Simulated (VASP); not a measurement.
# BiTe: single point with r2SCAN

Crystal: BiTe.

```
Bi Te
1.0
     0.00000    3.33764    3.33764
     3.33764    0.00000    3.33764
     3.33764    3.33764    0.00000
Bi Te
1 1
Direct
  0.00000 0.00000 0.00000
  0.50000 0.50000 0.50000
```

This cell differs from its parent crystal: volume scaled by 1.10.

| Quantity | Value |
| --- | --- |
| Program | VASP 6.6.1 |
| Task | single point |
| Functional | r2SCAN |
| Potentials or basis | VASP PAW PBE potentials, release 64 (Bi_d, Te) |
| Cutoff | 520 eV |
| k mesh | 12 × 12 × 12 |
| Occupations | gaussian, width 0.1 eV |
| Spin | no spin polarisation |
| Dipole correction | no |
| Further INCAR settings | ALGO = Normal; EDIFF = 1e-06; NBANDS = 18 |

```yaml
Pressure: -3.9 GPa
```

Levels at points of the mesh, in eV from the Fermi level:
| k point | band 7 | band 8 | band 9 | band 10 | band 11 | band 12 | band 13 | band 14 |
| --- | --- | --- | --- | --- | --- | --- | --- | --- |
| (0.00, 0.00, 0.00) | -8.65 | -2.54 | -2.54 | -2.54 | 2.04 | 2.04 | 2.04 | 5.17 |
| (0.50, 0.00, 0.00) | -11.42 | -1.91 | -1.91 | -1.66 | -0.67 | -0.55 | -0.55 | 7.61 |
| (0.50, 0.50, 0.00) | -10.30 | -5.33 | -3.85 | -3.85 | 2.84 | 3.32 | 3.32 | 4.55 |

Wall time 2.5 min on 1 thread of Intel(R) Xeon(R) Platinum 8488C (Sapphire Rapids), on a shared host, peak memory 0.28 GiB.

Caveat: the PAW data sets were made with another functional, which shifts forces and pressure a little; spin-orbit coupling is left out, which moves the levels of the heavy elements.
